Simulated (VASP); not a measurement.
# BP (I-4m2) in VASP: further runs

Runs on BP. Level: r2SCAN. Tasks: single point.

All numbers are computed with VASP 6.6.1; they aren't measurements. Logs are shortened: lines on timing, memory, paths and dates and some standing lists are left out, and cuts for length are marked.

**1. The cell of the first run**

It takes space group I-4m2 (No. 119, tetragonal). The conventional cell has a = 3.209 Å, b = 3.209 Å, c = 4.402 Å, α = 90.00°, β = 90.00°, γ = 90.00°. Within 2.6 Å of B (site symmetry -4m2) lie 4 P at 1.95 Å. P (site symmetry -4m2) has 4 B at 1.95 Å within 2.6 Å.

**2. Single point, r2SCAN (strain -0.0300 x Voigt [0, 1, 0, 0, 0, 0])**

Contents of POSCAR:

```
BP
1.0
    0.0000000000      2.2009300000      2.2690000000
    2.2690000000      0.0000000000      2.2690000000
    2.2690000000      2.2009300000      0.0000000000
B P
1 1
Direct
    0.0000000000      0.0000000000      0.0000000000
    0.7500000000      0.7500000000      0.7500000000
```

Contents of INCAR.step1:

```
PREC = Accurate
ENCUT = 520
ISMEAR = 0
SIGMA = 0.05
LREAL = False
LASPH = True
NELM = 80
NBANDS = 11
GGA = PE
ALGO = Normal
EDIFF = 1E-4
LWAVE = True
LCHARG = False
```

Contents of INCAR.step2:

```
PREC = Accurate
ENCUT = 520
EDIFF = 1E-6
ISMEAR = 0
SIGMA = 0.05
LREAL = False
LASPH = True
NELM = 80
ALGO = Normal
ISIF = 2
LWAVE = False
LCHARG = False
METAGGA = R2SCAN
LMIXTAU = True
NBANDS = 11
ISTART = 1
```

Contents of KPOINTS:

```
Automatic mesh
0
Gamma
  10 10 10
```

Potentials or basis: VASP PAW PBE potentials, release 64 (B, P).

Launch:

```
cat potpaw_PBE.64/B/POTCAR potpaw_PBE.64/P/POTCAR > POTCAR
cp INCAR.step1 INCAR
mpirun -np 1 vasp_std > vasp.out
cp INCAR.step2 INCAR
mpirun -np 1 vasp_std > vasp.out
```

OUTCAR:

```text
PREC = Accurate
   ENCUT = 520
   EDIFF = 1E-6
   ISMEAR = 0
   LREAL = False
   LASPH = True
   NELM = 80
   ISIF = 2
   METAGGA = R2SCAN
   ISTART = 1

 ion  position               nearest neighbor table
   1  0.000  0.000  0.000-   2 1.95   2 1.95   2 1.95   2 1.95
   2  0.750  0.750  0.750-   1 1.95   1 1.95   1 1.95   1 1.95

  LATTYP: Found a body centered tetragonal cell.
 ALAT       =     3.2088505730
 C/A-ratio  =     1.3717871555

  Lattice vectors:

 A1 = (   0.0000000000,  -2.2009300000,   2.2690000000)
 A2 = (   0.0000000000,  -2.2009300000,  -2.2690000000)
 A3 = (   2.2690000000,   2.2009300000,   0.0000000000)

Analysis of symmetry for initial positions (statically):
=====================================================================
 Subroutine PRICEL returns:
 Original cell was already a primitive cell.

 Routine SETGRP: Setting up the symmetry group for a
 body centered tetragonal supercell.

 Subroutine GETGRP returns: Found  8 space group operations
 (whereof  8 operations were pure point group operations)
 out of a pool of 16 trial point group operations.

The static configuration has the point symmetry D_2d.

Analysis of symmetry for dynamics (positions and initial velocities):
=====================================================================
 Subroutine PRICEL returns:
 Original cell was already a primitive cell.

 Routine SETGRP: Setting up the symmetry group for a
 body centered tetragonal supercell.

 Subroutine GETGRP returns: Found  8 space group operations
 (whereof  8 operations were pure point group operations)
 out of a pool of 16 trial point group operations.

The dynamic configuration has the point symmetry D_2d.

 Subroutine INISYM returns: Found  8 space group operations
 (whereof  8 operations are pure point group operations),
 and found     1 'primitive' translations

----------------------------------------------------------------------------------------

                                     Primitive cell

  volume of cell :      22.6624

  direct lattice vectors                    reciprocal lattice vectors
     0.000000000  2.200930000  2.269000000    -0.220361393  0.227176693  0.220361393
     2.269000000  0.000000000  2.269000000     0.220361393 -0.227176693  0.220361393
     2.269000000  2.200930000  0.000000000     0.220361393  0.227176693 -0.220361393

  length of vectors
[... 83 lines left out ...]
   LREAL  =      F    real-space projection
   EDIFFG = 0.1E-04   stopping-criterion for IOM
   NSW    =      0    number of steps for IOM
   IBRION =     -1    ionic relax: 0-MD 1-quasi-New 2-CG
   NFREE  =      0    steps in history (QN), initial steepest desc. (CG)
   ISIF   =      2    stress and relaxation
   ISYM   =      2    0-nonsym 1-usesym 2-fastsym
   POTIM  = 0.5000    time-step for ionic-motion
   TEBEG  =    0.0;   TEEND  =   0.0 temperature during run
   PSTRESS=    0.0 pullay stress
   NELECT =       8.0000    total number of electrons
   NUPDOWN=      -1.0000    fix difference up-down
   EMIN   =  10.00;   EMAX   =-10.00  energy-range for DOS
   EFERMI =   0.00;   METHOD = LEGACY
   ISMEAR =     0;   SIGMA  =   0.05  broadening in eV -4-tet -1-fermi 0-gaus
   EFERMI_NEDOS =   21; number of points for ismear=-14 and -15
   IALGO  =     38    algorithm
   IMIX   =      4    mixing-type and parameters
     AMIX     =   0.40;   BMIX     =  1.00
     AMIX_MAG =   1.60;   BMIX_MAG =  1.00
  volume/ion in A,a.u.               =      11.33        76.47
  Fermi-wavevector in a.u.,A,eV,Ry     =   1.157008  2.186428 18.213682  1.338668
  Thomas-Fermi vector in A             =   2.293623
   LORBIT       =      0    0 simple, 1 ext, 2 COOP (PROOUT), +10 PAW based schemes
   METAGGA = R2SCAN    functional components
   LHFCALC =     F    Hartree Fock is set to
   AEXX    =    0.0000 exact exchange contribution
   IVDW    =     0    specifies the selected vdW correction
   LEPSILON=     F    determine dielectric tensor
   LRPA    =     F    only Hartree local field effects (RPA)
 non-spin polarized calculation
 Gauss-broadening in eV      SIGMA  =   0.05
  energy-cutoff  :      520.00
  volume of cell :       22.66
 maximum number of plane-waves:       620
   NGX = 11   NGY = 11   NGZ = 11

 number of electron       8.0000001 magnetization

 Free energy of the ion-electron system (eV)
  ---------------------------------------------------
  ext. energy  EPLUGINS =         0.00000000
  ---------------------------------------------------
  free energy    TOTEN  =       -17.28955941 eV

  energy without entropy =      -17.28955941  energy(sigma->0) =      -17.28955941

 E-fermi :   8.1698     XC(G=0): -11.6403

 val. band max:        7.9655158318   @ k =   0.0000   0.0000   0.0000
 cond. band min:       8.8846457383   @ k =   0.4000   0.0000   0.4000
 fundamental gap:      0.9191299065
 Fermi energy:         8.1698480267

 k-point     1 :       0.0000    0.0000    0.0000
  band No.  band energies     occupation
      1      -8.7866      2.00000
      2       7.6541      2.00000
      3       7.6541      2.00000
      4       7.9655      2.00000
      5      11.3251      0.00000
      6      11.5141      0.00000
      7      11.5141      0.00000
      8      16.2467      0.00000
      9      20.0647      0.00000
     10      20.3982      0.00000
     11      20.8899      0.00000
[... 309 lines left out ...]
 k-point    24 :       0.4000    0.3000    0.0000
  band No.  band energies     occupation
      1      -5.6631      2.00000
      2       1.0789      2.00000
      3       3.4283      2.00000
      4       4.0571      2.00000
      5       9.9170      0.00000
      6      11.8060      0.00000
      7      17.7072      0.00000
      8      18.5424      0.00000
      9      22.9170      0.00000
     10      24.1230      0.00000
     11      26.2164      0.00000

 [... further k-points ...]
[... 5 lines left out ...]
  --------------------------------------------------------------------------------------
  -------------------------------------------------------------------------------------
  Total        0.2598710      1.4850566      0.2598710      0.0000000      0.0000000      0.0000000
  in kB       18.3722836    104.9901041     18.3722836      0.0000000      0.0000000      0.0000000
  external PRESSURE =      47.2448904 kB  Pullay stress =       0.0000000 kB

 VOLUME and BASIS-vectors are now :
 -----------------------------------------------------------------------------
  energy-cutoff  :      520.00
  volume of cell :       22.66
      direct lattice vectors                 reciprocal lattice vectors
     0.000000000  2.200930000  2.269000000    -0.220361393  0.227176693  0.220361393
     2.269000000  0.000000000  2.269000000     0.220361393 -0.227176693  0.220361393
     2.269000000  2.200930000  0.000000000     0.220361393  0.227176693 -0.220361393

 POSITION                                       TOTAL-FORCE (eV/Angst)
 -----------------------------------------------------------------------------------
      0.00000      0.00000      0.00000         0.000000      0.000000     -0.000000
      3.40350      3.30140      3.40350        -0.000000      0.000000      0.000000
 -----------------------------------------------------------------------------------
    total drift:                               -0.000000      0.000000     -0.000000

  FREE ENERGIE OF THE ION-ELECTRON SYSTEM (eV)
  ---------------------------------------------------
  free  energy   TOTEN  =       -17.2895594090 eV

  energy  without entropy=      -17.2895594089  energy(sigma->0) =      -17.28955941
```

OSZICAR.step1:

```text
N       E                     dE             d eps       ncg     rms          rms(c)
DAV:   1     0.937671271146E+01    0.93767E+01   -0.39845E+03  2268   0.656E+02
DAV:   2    -0.130757757381E+02   -0.22452E+02   -0.21411E+02  2993   0.112E+02
DAV:   3    -0.136735785665E+02   -0.59780E+00   -0.59634E+00  2872   0.158E+01
DAV:   4    -0.136757722857E+02   -0.21937E-02   -0.21935E-02  2576   0.111E+00
DAV:   5    -0.136757835581E+02   -0.11272E-04   -0.11272E-04  2820   0.782E-02    0.753E+00
DAV:   6    -0.130110125081E+02    0.66477E+00   -0.14762E+00  2544   0.535E+00    0.405E+00
DAV:   7    -0.129107985931E+02    0.10021E+00   -0.26283E-01  2799   0.255E+00    0.137E+00
DAV:   8    -0.129026489436E+02    0.81496E-02   -0.27806E-02  2626   0.964E-01    0.203E-01
DAV:   9    -0.129029669704E+02   -0.31803E-03   -0.71192E-04  2645   0.183E-01    0.133E-01
DAV:  10    -0.129031591981E+02   -0.19223E-03   -0.24236E-04  2526   0.982E-02    0.291E-02
DAV:  11    -0.129031695017E+02   -0.10304E-04   -0.10837E-05  1302   0.222E-02
   1 F= -.12903170E+02 E0= -.12903170E+02  d E =-.474510E-11
```

Wall time 38 s (1 thread of Intel Xeon Platinum 8488C (Sapphire Rapids), shared host); peak memory 0.15 GiB.

What came out:

- Free energy: -17.2896 eV
- Pressure: 4.7 GPa
- Band gap on the k mesh: 0.92 eV (least direct gap 3.36 eV)

Stress tensor (GPa, compression positive):
```
 1.84  0.00  0.00
 0.00 10.50  0.00
 0.00  0.00  1.84
```

Levels at points of the mesh, in eV from the valence-band top:
| k point | band 1 | band 2 | band 3 | band 4 | band 5 | band 6 | band 7 | band 8 | band 9 |
| --- | --- | --- | --- | --- | --- | --- | --- | --- | --- |
| (0.00, 0.00, 0.00) | -16.75 | -0.31 | -0.31 | 0.00 | 3.36 | 3.55 | 3.55 | 8.28 | 12.10 |
| (0.50, 0.00, 0.00) | -13.14 | -9.93 | -2.32 | -1.90 | 3.98 | 4.68 | 5.15 | 10.84 | 15.14 |
| (0.50, 0.50, 0.00) | -11.53 | -9.60 | -4.58 | -4.52 | 1.40 | 1.83 | 12.77 | 13.49 | 16.28 |
| (0.50, 0.00, 0.50) | -11.21 | -9.30 | -4.89 | -4.89 | 1.03 | 1.37 | 13.13 | 13.13 | 16.81 |

Caveat: the cell differs from its parent crystal (strain -0.0300 x Voigt [0, 1, 0, 0, 0, 0]); the cell stands under pressure; the PAW data sets were made with another functional, which shifts forces and pressure a little. A k mesh can miss the band edges.

**3. Single point, r2SCAN (strain -0.0150 x Voigt [0, 1, 0, 0, 0, 0])**

Contents of POSCAR:

```
BP
1.0
    0.0000000000      2.2349650000      2.2690000000
    2.2690000000      0.0000000000      2.2690000000
    2.2690000000      2.2349650000      0.0000000000
B P
1 1
Direct
    0.0000000000      0.0000000000      0.0000000000
    0.7500000000      0.7500000000      0.7500000000
```

Contents of INCAR.step1:

```
SYSTEM = BP
ALGO = Normal
EDIFF = 1E-4
ENCUT = 520
GGA = PE
ISMEAR = 0
LASPH = .True.
LCHARG = .False.
LREAL = .False.
LWAVE = .True.
NBANDS = 11
NELM = 80
PREC = Accurate
SIGMA = 0.05
```

Contents of INCAR.step2:

```
SYSTEM = BP
ALGO = Normal
EDIFF = 1E-6
ENCUT = 520
ISIF = 2
ISMEAR = 0
ISTART = 1
LASPH = .True.
LCHARG = .False.
LMIXTAU = .True.
LREAL = .False.
LWAVE = .False.
METAGGA = R2SCAN
NBANDS = 11
NELM = 80
PREC = Accurate
SIGMA = 0.05
```

Contents of KPOINTS:

```
k-points
0
Gamma
  10 10 10
  0 0 0
```

Potentials or basis: VASP PAW PBE potentials, release 64 (B, P).

Launch:

```
cat potpaw_PBE.64/B/POTCAR potpaw_PBE.64/P/POTCAR > POTCAR
cp INCAR.step1 INCAR
mpirun -np 1 vasp_std > vasp.out
cp INCAR.step2 INCAR
mpirun -np 1 vasp_std > vasp.out
```

OUTCAR:

```text
SYSTEM = BP
   EDIFF = 1E-6
   ENCUT = 520
   ISIF = 2
   ISMEAR = 0
   ISTART = 1
   LASPH = .True.
   LREAL = .False.
   METAGGA = R2SCAN
   NELM = 80
   PREC = Accurate

 ion  position               nearest neighbor table
   1  0.000  0.000  0.000-   2 1.96   2 1.96   2 1.96   2 1.96
   2  0.750  0.750  0.750-   1 1.96   1 1.96   1 1.96   1 1.96

  LATTYP: Found a body centered tetragonal cell.
 ALAT       =     3.2088505730
 C/A-ratio  =     1.3930003589

  Lattice vectors:

 A1 = (   0.0000000000,  -2.2349650000,   2.2690000000)
 A2 = (   0.0000000000,  -2.2349650000,  -2.2690000000)
 A3 = (   2.2690000000,   2.2349650000,   0.0000000000)

Analysis of symmetry for initial positions (statically):
=====================================================================
 Subroutine PRICEL returns:
 Original cell was already a primitive cell.

 Routine SETGRP: Setting up the symmetry group for a
 body centered tetragonal supercell.

 Subroutine GETGRP returns: Found  8 space group operations
 (whereof  8 operations were pure point group operations)
 out of a pool of 16 trial point group operations.

The static configuration has the point symmetry D_2d.

Analysis of symmetry for dynamics (positions and initial velocities):
=====================================================================
 Subroutine PRICEL returns:
 Original cell was already a primitive cell.

 Routine SETGRP: Setting up the symmetry group for a
 body centered tetragonal supercell.

 Subroutine GETGRP returns: Found  8 space group operations
 (whereof  8 operations were pure point group operations)
 out of a pool of 16 trial point group operations.

The dynamic configuration has the point symmetry D_2d.

 Subroutine INISYM returns: Found  8 space group operations
 (whereof  8 operations are pure point group operations),
 and found     1 'primitive' translations

----------------------------------------------------------------------------------------
[... 115 lines left out ...]
  Fermi-wavevector in a.u.,A,eV,Ry     =   1.151105  2.175273 18.028299  1.325043
  Thomas-Fermi vector in A             =   2.287765
   LORBIT       =      0    0 simple, 1 ext, 2 COOP (PROOUT), +10 PAW based schemes
   METAGGA = R2SCAN    functional components
   LHFCALC =     F    Hartree Fock is set to
   AEXX    =    0.0000 exact exchange contribution
   IVDW    =     0    specifies the selected vdW correction
   LEPSILON=     F    determine dielectric tensor
   LRPA    =     F    only Hartree local field effects (RPA)
 non-spin polarized calculation
 Gauss-broadening in eV      SIGMA  =   0.05
  energy-cutoff  :      520.00
  volume of cell :       23.01
 maximum number of plane-waves:       636
   NGX = 11   NGY = 11   NGZ = 11

 number of electron       8.0000001 magnetization

 Free energy of the ion-electron system (eV)
  ---------------------------------------------------
  ext. energy  EPLUGINS =         0.00000000
  ---------------------------------------------------
  free energy    TOTEN  =       -17.30651646 eV

  energy without entropy =      -17.30651646  energy(sigma->0) =      -17.30651646

 E-fermi :   7.9028     XC(G=0): -11.5697

 val. band max:        7.6746118633   @ k =   0.0000   0.0000   0.0000
 cond. band min:       8.8597069533   @ k =   0.4000   0.0000   0.4000
 fundamental gap:      1.1850950900
 Fermi energy:         7.9027748398

 k-point     1 :       0.0000    0.0000    0.0000
  band No.  band energies     occupation
      1      -8.8295      2.00000
      2       7.5185      2.00000
      3       7.5185      2.00000
      4       7.6746      2.00000
      5      11.1730      0.00000
      6      11.2665      0.00000
      7      11.2665      0.00000
      8      15.8208      0.00000
      9      20.0500      0.00000
     10      20.0908      0.00000
     11      20.4640      0.00000
[... 309 lines left out ...]
 k-point    24 :       0.4000    0.3000   -0.0000
  band No.  band energies     occupation
      1      -5.7196      2.00000
      2       0.9715      2.00000
      3       3.2770      2.00000
      4       3.8616      2.00000
      5       9.6689      0.00000
      6      11.5670      0.00000
      7      17.6250      0.00000
      8      18.0388      0.00000
      9      22.7012      0.00000
     10      23.7481      0.00000
     11      25.8816      0.00000

 [... further k-points ...]
[... 5 lines left out ...]
  --------------------------------------------------------------------------------------
  -------------------------------------------------------------------------------------
  Total        0.0701480      0.6928493      0.0701480     -0.0000000      0.0000000      0.0000000
  in kB        4.8837773     48.2369300      4.8837773     -0.0000000      0.0000000      0.0000000
  external PRESSURE =      19.3348282 kB  Pullay stress =       0.0000000 kB

 VOLUME and BASIS-vectors are now :
 -----------------------------------------------------------------------------
  energy-cutoff  :      520.00
  volume of cell :       23.01
      direct lattice vectors                 reciprocal lattice vectors
     0.000000000  2.234965000  2.269000000    -0.220361393  0.223717150  0.220361393
     2.269000000  0.000000000  2.269000000     0.220361393 -0.223717150  0.220361393
     2.269000000  2.234965000  0.000000000     0.220361393  0.223717150 -0.220361393

 POSITION                                       TOTAL-FORCE (eV/Angst)
 -----------------------------------------------------------------------------------
      0.00000      0.00000      0.00000        -0.000000     -0.000000     -0.000000
      3.40350      3.35245      3.40350         0.000000      0.000000      0.000000
 -----------------------------------------------------------------------------------
    total drift:                               -0.000000     -0.000000     -0.000000

  FREE ENERGIE OF THE ION-ELECTRON SYSTEM (eV)
  ---------------------------------------------------
  free  energy   TOTEN  =       -17.3065164566 eV

  energy  without entropy=      -17.3065164566  energy(sigma->0) =      -17.30651646
```

OUTCAR.step1:

```text
SYSTEM = BP
   EDIFF = 1E-4
   ENCUT = 520
   GGA = PE
   ISMEAR = 0
   LASPH = .True.
   LREAL = .False.
[... 557 lines left out ...]
      0.00000      0.00000      0.00000         0.000000      0.000000     -0.000000
      3.40350      3.35245      3.40350        -0.000000      0.000000      0.000000
 -----------------------------------------------------------------------------------
    total drift:                               -0.000000      0.000000     -0.000000

  FREE ENERGIE OF THE ION-ELECTRON SYSTEM (eV)
  ---------------------------------------------------
  free  energy   TOTEN  =       -12.9226519442 eV

  energy  without entropy=      -12.9226519442  energy(sigma->0) =      -12.92265194
```

OSZICAR.step1:

```text
N       E                     dE             d eps       ncg     rms          rms(c)
DAV:   1     0.980029686980E+01    0.98003E+01   -0.40585E+03  2268   0.660E+02
DAV:   2    -0.130558693959E+02   -0.22856E+02   -0.21613E+02  2928   0.111E+02
DAV:   3    -0.136601349777E+02   -0.60427E+00   -0.60284E+00  2808   0.161E+01
DAV:   4    -0.136624343421E+02   -0.22994E-02   -0.22991E-02  2620   0.117E+00
DAV:   5    -0.136624459565E+02   -0.11614E-04   -0.11614E-04  2754   0.830E-02    0.737E+00
DAV:   6    -0.130255805002E+02    0.63687E+00   -0.14329E+00  2559   0.522E+00    0.397E+00
DAV:   7    -0.129301091909E+02    0.95471E-01   -0.24804E-01  2812   0.248E+00    0.135E+00
DAV:   8    -0.129221261465E+02    0.79830E-02   -0.27222E-02  2644   0.948E-01    0.198E-01
DAV:   9    -0.129224466279E+02   -0.32048E-03   -0.71320E-04  2636   0.182E-01    0.128E-01
DAV:  10    -0.129226414138E+02   -0.19479E-03   -0.24529E-04  2540   0.986E-02    0.286E-02
DAV:  11    -0.129226519442E+02   -0.10530E-04   -0.11041E-05  1308   0.224E-02
   1 F= -.12922652E+02 E0= -.12922652E+02  d E =-.245501E-13
```

Run time: 59 s. Hardware: 1 thread of Intel Xeon Platinum 8488C (Sapphire Rapids), shared host; peak memory 0.15 GiB.

What came out:

```yaml
Free_energy: -17.3065 eV
Pressure: 1.9 GPa
Band_gap_on_the_k_mesh: 1.19 eV (least direct gap 3.50 eV)
```

Stress tensor (GPa, compression positive):
```
0.49 0.00 0.00
0.00 4.82 0.00
0.00 0.00 0.49
```

Caveat: the cell differs from its parent crystal (strain -0.0150 x Voigt [0, 1, 0, 0, 0, 0]); the PAW data sets were made with another functional, which shifts forces and pressure a little. A k mesh can miss the band edges.

(Continued in part 2 of 2.)
